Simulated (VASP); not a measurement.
Set up this calculation in VASP 6.6.1, as the native input.

* Task: single point
* Functional: PBE
* Potentials or basis: VASP PAW PBE potentials, release 64 (Mn_pv, O)
* Cutoff: 520 eV
* k mesh: 5 × 5 × 7
* Occupations: gaussian, width 0.05 eV
* Spin: collinear spin, ferromagnetic start
* Starting moments: [4.5, 4.5, 0.0, 0.0, 0.0, 0.0] μB
* Hubbard terms: Mn d U = 3.9 eV
* Dipole correction: no
* Further INCAR settings: ALGO = Normal; EDIFF = 1e-06; NBANDS = 38

The structure of MnO2 lies in POSCAR:

```
MnO2
1.0
    4.3970000000      0.0000000000      0.0000000000
    0.0000000000      4.3970000000      0.0000000000
    0.0000000000      0.0000000000      2.8690000000
Mn O
2 4
Direct
    0.0000000000      0.0000000000      0.0000000000
    0.5000000000      0.5000000000      0.5000000000
    0.3050000000      0.3050000000      0.0000000000
    0.1950000000      0.8050000000      0.5000000000
    0.6950000000      0.6950000000      0.0000000000
    0.8050000000      0.1950000000      0.5000000000
```

The input as run:

INCAR

```
SYSTEM = MnO2
PREC = Accurate ; ENCUT = 520
EDIFF = 1E-6 ; ISMEAR = 0
SIGMA = 0.05 ; LREAL = .FALSE.
LASPH = .TRUE. ; NELM = 150
ALGO = Normal ; ISIF = 2
LWAVE = .FALSE. ; LCHARG = .FALSE.
ISPIN = 2 ; MAGMOM = 4.5 4.5 0 0 0 0
LORBIT = 11 ; LMAXMIX = 4
LDAU = .TRUE. ; LDAUTYPE = 2
LDAUL = 2 -1 ; LDAUU = 3.9 0
LDAUJ = 0 0 ; LDAUPRINT = 1
GGA = PE ; NBANDS = 38
```

KPOINTS

```
regular mesh
0
G
  5 5 7
  0 0 0
```

Potentials or basis: VASP PAW PBE potentials, release 64 (Mn_pv, O).

The run is started by

```bash
$ cat potpaw_PBE.64/Mn_pv/POTCAR potpaw_PBE.64/O/POTCAR > POTCAR
$ mpirun -np 1 vasp_std > vasp.out
```

It gave:

```
Pressure                                              : 12.3 GPa
Largest force                                         : 0.097 eV/Å
Band gap on the k mesh                                : zero (filled and empty bands overlap)
Net moment                                            : 6.01 μB per cell
Site moments                                          : Mn +3.01; O -0.03 μB
Valence electrons inside the program's atomic spheres : Mn 11.68; O 5.06
```

Caveat: only a ferromagnetic start was run, and an antiferromagnetic order may lie lower in energy.

It took 72 s on 1 thread of Intel(R) Xeon(R) Platinum 8488C (Sapphire Rapids), with other jobs on the host, peak memory 0.23 GiB.
